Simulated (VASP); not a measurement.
Set up this calculation in VASP 6.6.1, as the native input.

```yaml
Task: relaxation of shape and atoms at fixed volume
Functional: revPBE
Dispersion: D3(BJ)
Potentials_or_basis: VASP PAW PBE potentials, release 64 (Co, O)
Cutoff: 600 eV
k_mesh: 10 × 10 × 10
Occupations: gaussian, width 0.05 eV
Spin: collinear spin, ferromagnetic start
Starting_moments: "[2.86, 0.0] μB"
Hubbard_terms: Co d U = 3.3 eV
Dipole_correction: no
Further_INCAR_settings: ALGO = Normal; EDIFF = 1e-06; IBRION = 2; EDIFFG = -0.02; NSW = 60; ISIF = 4
```

The structure of CoO lies in POSCAR:

```
CoO
1.0
   -1.5085856023      1.5096864681      2.1325830990
    1.4818132539     -1.5096864681      2.1134241447
    1.5085856023      1.5096864681     -2.1325830990
Co O
1 1
Direct
    0.0000000000      0.0000000000      0.0000000000
    0.5000000000      0.5000000000      0.0000000000
```

The input as run:

INCAR

```
ALGO = Normal
EDIFF = 1E-6
EDIFFG = -0.02
ENCUT = 600
GGA = RE
IBRION = 2
ISIF = 4
ISMEAR = 0
ISPIN = 2
IVDW = 12
LASPH = T
LCHARG = F
LDAU = T
LDAUJ = 0 0
LDAUL = 2 -1
LDAUPRINT = 1
LDAUTYPE = 2
LDAUU = 3.3 0
LMAXMIX = 4
LORBIT = 11
LREAL = F
LWAVE = F
MAGMOM = 2.86 0
NELM = 150
NSW = 60
PREC = Accurate
SIGMA = 0.05
```

KPOINTS

```
k-points
0
Gamma
  10 10 10
```

Potentials or basis: VASP PAW PBE potentials, release 64 (Co, O).

Run with:

```sh
$ cat potpaw_PBE.64/Co/POTCAR potpaw_PBE.64/O/POTCAR > POTCAR
$ mpirun -np 1 vasp_std > vasp.out
```

It gave:

The energy gained by relaxing is 312.1 meV/atom, the ionic steps are 12 and the pressure after relaxing is 103.3 GPa. The band gap on the k mesh is 1.42 eV (least direct gap 2.27 eV) and the net moment is 3.00 μB per cell. The site moments are Co +2.75; O +0.20 μB. The valence electrons inside the program's atomic spheres are Co 7.81; O 5.03 and the dispersion energy per atom is -0.498 eV.

Caveat: the electronic state changed during the relaxation; the PAW data sets were made with another functional, which shifts forces and pressure a little; a cell with one magnetic atom can't hold antiferromagnetic order, which such compounds often take.

Run time: 78 min on 1 thread of Intel Xeon 8259CL, with other jobs on the host, peak memory 0.4 GiB.
